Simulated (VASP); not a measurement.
# KCl (I4mm) in VASP: single point with LDA

Aim: the single point of KCl with LDA.

All numbers are computed with VASP 6.6.1; they aren't measurements. Logs are shortened: lines on timing, memory, paths and dates and some standing lists are left out, and cuts for length are marked.

## (1) The cell of the first run

It takes space group I4mm (No. 107, tetragonal). The conventional cell has a = 4.463 Å, b = 4.463 Å, c = 6.312 Å, α = 90.00°, β = 90.00°, γ = 90.00°. Within 3.9 Å of K (site symmetry 4mm) lie 6 Cl at 2.93 to 3.38 Å. Within 3.9 Å of Cl (site symmetry 4mm) lie 6 K at 2.93 to 3.38 Å.

## (2) Single point, LDA (atom 2 (Cl) moved by (-0.225, +0.000) A along x and y)

The input, INCAR:

```
PREC = Accurate
ENCUT = 520
EDIFF = 1E-6
ISMEAR = 0
SIGMA = 0.05
LREAL = F
LASPH = T
NELM = 80
ALGO = Normal
ISIF = 2
LWAVE = F
LCHARG = F
GGA = CA
NBANDS = 15
```

The input, KPOINTS:

```
Automatic mesh
0
Gamma
  6 6 6
```

The input, POSCAR:

```
KCl
1.0
    0.0000000000      3.1561000000      3.1561000000
    3.1561000000      0.0000000000      3.1561000000
    3.1561000000      3.1561000000      0.0000000000
K Cl
1 1
Direct
    0.0000000000      0.0000000000      0.0000000000
    0.5356452584      0.4643547416      0.4643547416
```

Potentials or basis: VASP PAW LDA potentials, release 64 (K_sv, Cl).

Run with:

```console
cat potpaw_LDA.64/K_sv/POTCAR potpaw_LDA.64/Cl/POTCAR > POTCAR
mpirun -np 1 vasp_std > vasp.out
```

OUTCAR:

```text
PREC = Accurate
   ENCUT = 520
   EDIFF = 1E-6
   ISMEAR = 0
   LREAL = F
   LASPH = T
   NELM = 80
   ISIF = 2
   GGA = CA

 ion  position               nearest neighbor table
   1  0.000  0.000  0.000-   2 2.93   2 3.16   2 3.16   2 3.16   2 3.16
   2  0.536  0.464  0.464-   1 2.93   1 3.16   1 3.16   1 3.16   1 3.16

  LATTYP: Found a face centered cubic cell.
 ALAT       =     6.3122000000

  Lattice vectors:

 A1 = (   0.0000000000,   3.1561000000,   3.1561000000)
 A2 = (   3.1561000000,   0.0000000000,   3.1561000000)
 A3 = (   3.1561000000,   3.1561000000,   0.0000000000)

Analysis of symmetry for initial positions (statically):
=====================================================================
 Subroutine PRICEL returns:
 Original cell was already a primitive cell.

 Routine SETGRP: Setting up the symmetry group for a
 face centered cubic supercell.

 Subroutine GETGRP returns: Found  8 space group operations
 (whereof  8 operations were pure point group operations)
 out of a pool of 48 trial point group operations.

The static configuration has the point symmetry C_4v.

Analysis of symmetry for dynamics (positions and initial velocities):
=====================================================================
 Subroutine PRICEL returns:
 Original cell was already a primitive cell.

 Routine SETGRP: Setting up the symmetry group for a
 face centered cubic supercell.

 Subroutine GETGRP returns: Found  8 space group operations
 (whereof  8 operations were pure point group operations)
 out of a pool of 48 trial point group operations.

The dynamic configuration has the point symmetry C_4v.

 Subroutine INISYM returns: Found  8 space group operations
 (whereof  8 operations are pure point group operations),
 and found     1 'primitive' translations

----------------------------------------------------------------------------------------

                                     Primitive cell

  volume of cell :      62.8756

  direct lattice vectors                    reciprocal lattice vectors
     0.000000000  3.156100000  3.156100000    -0.158423371  0.158423371  0.158423371
     3.156100000  0.000000000  3.156100000     0.158423371 -0.158423371  0.158423371
     3.156100000  3.156100000  0.000000000     0.158423371  0.158423371 -0.158423371

  length of vectors
     4.463399424  4.463399424  4.463399424     0.274397327  0.274397327  0.274397327

  position of ions in fractional coordinates (direct lattice)
     0.000000000  0.000000000  0.000000000
     0.535645258  0.464354742  0.464354742

  ion indices of the primitive-cell ions
   primitive index   ion index
                 1           1
                 2           2

----------------------------------------------------------------------------------------

 KPOINTS: Automatic mesh

Automatic generation of k-mesh.
 Grid dimensions read from file:
 generate k-points for:    6    6    6

 Generating k-lattice:

  Cartesian coordinates                     Fractional coordinates (reciprocal lattice)
    -0.026403895  0.026403895  0.026403895     0.166666667  0.000000000  0.000000000
     0.026403895 -0.026403895  0.026403895     0.000000000  0.166666667  0.000000000
     0.026403895  0.026403895 -0.026403895     0.000000000  0.000000000  0.166666667

  Length of vectors
     0.045732888  0.045732888  0.045732888

  Shift w.r.t. Gamma in fractional coordinates (k-lattice)
     0.000000000  0.000000000  0.000000000

 Subroutine IBZKPT returns following result:
 ===========================================

 Found     30 irreducible k-points:

 Following reciprocal coordinates:
            Coordinates               Weight
  0.000000  0.000000  0.000000      1.000000
  0.166667  0.000000  0.000000      8.000000
  0.333333  0.000000  0.000000      8.000000
  0.500000  0.000000  0.000000      4.000000
  0.166667  0.166667  0.000000      4.000000
  0.000000  0.166667  0.166667      2.000000
[... 16 lines left out ...]
  0.500000  0.333333  0.166667      8.000000
  0.166667  0.500000  0.333333      8.000000
 [... further k-points ...]
   k-points           NKPTS =     30   k-points in BZ     NKDIM =     30   number of bands    NBANDS=     15
   number of dos      NEDOS =    301   number of ions     NIONS =      2
   total plane-waves  NPLWV =  46656
   dimension x,y,z NGX =    36 NGY =   36 NGZ =   36
   dimension x,y,z NGXF=    72 NGYF=   72 NGZF=   72
   ions per type =               1   1
   NGX,Y,Z   is equivalent  to a cutoff of  13.41, 13.41, 13.41 a.u.
   NGXF,Y,Z  is equivalent  to a cutoff of  26.82, 26.82, 26.82 a.u.
 SYSTEM =  unknown system
   PREC   = accura    normal or accurate (medium, high low for compatibility)
   ISTART =      0    job   : 0-new  1-cont  2-samecut
   ICHARG =      2    charge: 1-file 2-atom 10-const
   ISPIN  =      1    spin polarized calculation?
   LNONCOLLINEAR =      F non collinear calculations
   LSORBIT =      F    spin-orbit coupling
   LASPH  =      T    aspherical Exc in radial PAW
   ENCUT  =  520.0 eV  38.22 Ry    6.18 a.u.   8.30  8.30  8.30*2*pi/ulx,y,z
   NELM   =     80;   NELMIN=  2; NELMDL= -5     # of ELM steps
   EDIFF  = 0.1E-05   stopping-criterion for ELM
   LREAL  =      F    real-space projection
   EDIFFG = 0.1E-04   stopping-criterion for IOM
   NSW    =      0    number of steps for IOM
   IBRION =     -1    ionic relax: 0-MD 1-quasi-New 2-CG
   NFREE  =      0    steps in history (QN), initial steepest desc. (CG)
   ISIF   =      2    stress and relaxation
   ISYM   =      2    0-nonsym 1-usesym 2-fastsym
   POTIM  = 0.5000    time-step for ionic-motion
   TEBEG  =    0.0;   TEEND  =   0.0 temperature during run
   PSTRESS=    0.0 pullay stress
   NELECT =      16.0000    total number of electrons
   NUPDOWN=      -1.0000    fix difference up-down
   EMIN   =  10.00;   EMAX   =-10.00  energy-range for DOS
   EFERMI =   0.00;   METHOD = LEGACY
   ISMEAR =     0;   SIGMA  =   0.05  broadening in eV -4-tet -1-fermi 0-gaus
   EFERMI_NEDOS =   21; number of points for ismear=-14 and -15
   IALGO  =     38    algorithm
   IMIX   =      4    mixing-type and parameters
     AMIX     =   0.40;   BMIX     =  1.00
     AMIX_MAG =   1.60;   BMIX_MAG =  1.00
  volume/ion in A,a.u.               =      31.44       212.15
  Fermi-wavevector in a.u.,A,eV,Ry     =   1.037419  1.960437 14.643101  1.076238
  Thomas-Fermi vector in A             =   2.171856
   LORBIT       =      0    0 simple, 1 ext, 2 COOP (PROOUT), +10 PAW based schemes
   GGA     = CA    functional components
   LHFCALC =     F    Hartree Fock is set to
   AEXX    =    0.0000 exact exchange contribution
   IVDW    =     0    specifies the selected vdW correction
   LEPSILON=     F    determine dielectric tensor
   LRPA    =     F    only Hartree local field effects (RPA)
 non-spin polarized calculation
 Gauss-broadening in eV      SIGMA  =   0.05
  energy-cutoff  :      520.00
  volume of cell :       62.88
 maximum number of plane-waves:      1711
 NGX is ok and might be reduce to    36
   NGX = 17   NGY = 17   NGZ = 17

 number of electron      16.0000000 magnetization

 Free energy of the ion-electron system (eV)
  ---------------------------------------------------
  ext. energy  EPLUGINS =         0.00000000
  ---------------------------------------------------
  free energy    TOTEN  =        -7.33432279 eV

  energy without entropy =       -7.33432279  energy(sigma->0) =       -7.33432279

 E-fermi :  -1.8811     XC(G=0):  -8.0648

 val. band max:       -2.1376887765   @ k =   0.0000   0.0000   0.0000
 cond. band min:       2.5931698959   @ k =   0.0000   0.0000   0.0000
 fundamental gap:      4.7308586724
 Fermi energy:        -1.8810992766

 k-point     1 :       0.0000    0.0000    0.0000
  band No.  band energies     occupation
      1     -28.9572      2.00000
      2     -14.1570      2.00000
      3     -12.6550      2.00000
      4     -12.6550      2.00000
      5     -12.6497      2.00000
      6      -2.1408      2.00000
      7      -2.1408      2.00000
      8      -2.1377      2.00000
      9       2.5932      0.00000
     10       5.9946      0.00000
     11       6.0167      0.00000
     12       6.0167      0.00000
     13       6.9088      0.00000
     14       7.0070      0.00000
     15      10.2092      0.00000

 k-point     2 :       0.1667    0.0000    0.0000
  band No.  band energies     occupation
      1     -28.9543      2.00000
      2     -14.2090      2.00000
      3     -12.6679      2.00000
      4     -12.6579      2.00000
      5     -12.5751      2.00000
      6      -2.4750      2.00000
      7      -2.2242      2.00000
      8      -2.2172      2.00000
      9       3.2410      0.00000
     10       5.7624      0.00000
     11       6.3151      0.00000
     12       6.3211      0.00000
     13       7.3172      0.00000
     14       7.4245      0.00000
     15      11.1835      0.00000

 k-point     3 :       0.3333    0.0000    0.0000
  band No.  band energies     occupation
      1     -28.9486      2.00000
      2     -14.3026      2.00000
      3     -12.6733      2.00000
      4     -12.6636      2.00000
      5     -12.4560      2.00000
      6      -3.0066      2.00000
      7      -2.3826      2.00000
      8      -2.3750      2.00000
      9       4.4746      0.00000
     10       5.7605      0.00000
     11       7.1787      0.00000
     12       7.1801      0.00000
     13       8.2836      0.00000
     14       8.4073      0.00000
     15      10.3216      0.00000
[... 343 lines left out ...]
 k-point    23 :       0.5000    0.3333    0.1667
  band No.  band energies     occupation
      1     -28.9450      2.00000
      2     -14.2231      2.00000
      3     -12.7402      2.00000
      4     -12.6901      2.00000
      5     -12.5230      2.00000
      6      -2.9195      2.00000
      7      -2.4729      2.00000
      8      -2.4106      2.00000
      9       5.0039      0.00000
     10       5.2830      0.00000
     11       7.3541      0.00000
     12       8.2195      0.00000
     13       8.3036      0.00000
     14       8.5942      0.00000
     15       9.4227      0.00000

 k-point    24 :       0.1667    0.5000    0.3333
  band No.  band energies     occupation
      1     -28.9449      2.00000
      2     -14.2335      2.00000
      3     -12.7211      2.00000
      4     -12.6977      2.00000
      5     -12.5229      2.00000
      6      -2.9093      2.00000
      7      -2.4457      2.00000
      8      -2.4451      2.00000
      9       5.0527      0.00000
     10       5.2240      0.00000
     11       7.4369      0.00000
     12       8.0745      0.00000
     13       8.1955      0.00000
     14       8.7433      0.00000
     15       9.5632      0.00000

 [... further k-points ...]
[... 5 lines left out ...]
  --------------------------------------------------------------------------------------
  -------------------------------------------------------------------------------------
  Total       -0.3447414     -0.8237489     -0.8237489      0.0000000      0.0000000      0.0000000
  in kB       -8.7845954    -20.9905197    -20.9905197      0.0000000      0.0000000      0.0000000
  external PRESSURE =     -16.9218782 kB  Pullay stress =       0.0000000 kB

 VOLUME and BASIS-vectors are now :
 -----------------------------------------------------------------------------
  energy-cutoff  :      520.00
  volume of cell :       62.88
      direct lattice vectors                 reciprocal lattice vectors
     0.000000000  3.156100000  3.156100000    -0.158423371  0.158423371  0.158423371
     3.156100000  0.000000000  3.156100000     0.158423371 -0.158423371  0.158423371
     3.156100000  3.156100000  0.000000000     0.158423371  0.158423371 -0.158423371

 POSITION                                       TOTAL-FORCE (eV/Angst)
 -----------------------------------------------------------------------------------
      0.00000      0.00000      0.00000        -0.278852      0.000000      0.000000
      2.93110      3.15610      3.15610         0.278852      0.000000      0.000000
 -----------------------------------------------------------------------------------
    total drift:                                0.000098      0.000000      0.000000

  FREE ENERGIE OF THE ION-ELECTRON SYSTEM (eV)
  ---------------------------------------------------
  free  energy   TOTEN  =        -7.3343227863 eV

  energy  without entropy=       -7.3343227863  energy(sigma->0) =       -7.33432279
```

It took 20 s on 1 thread of AMD EPYC 9R14 (Zen 4), shared host; peak memory 0.15 GiB.

What came out:

```
Free energy            : -7.3343 eV
Pressure               : -1.7 GPa
Largest force          : 0.279 eV/Å
Band gap on the k mesh : 4.73 eV, direct
```

Forces on the atoms (eV/Å):
```
K   -0.279  0.000  0.000
Cl   0.279  0.000  0.000
```

Levels at points of the mesh, in eV from the valence-band top:
| k point | band 4 | band 5 | band 6 | band 7 | band 8 | band 9 | band 10 | band 11 | band 12 | band 13 |
| --- | --- | --- | --- | --- | --- | --- | --- | --- | --- | --- |
| (0.00, 0.00, 0.00) | -10.52 | -10.51 | 0.00 | 0.00 | 0.00 | 4.73 | 8.13 | 8.15 | 8.15 | 9.05 |
| (0.50, 0.00, 0.00) | -10.53 | -10.26 | -1.09 | -0.32 | -0.31 | 7.15 | 8.21 | 10.12 | 10.20 | 10.99 |
| (0.50, 0.50, 0.00) | -10.58 | -10.55 | -0.68 | -0.25 | -0.21 | 6.27 | 7.90 | 9.62 | 10.07 | 10.42 |
| (0.00, 0.50, 0.50) | -10.58 | -10.58 | -0.66 | -0.22 | -0.22 | 6.20 | 7.96 | 9.07 | 10.09 | 11.03 |

Caveat: the cell differs from its parent crystal (atom 2 (Cl) moved by (-0.225, +0.000) A along x and y).
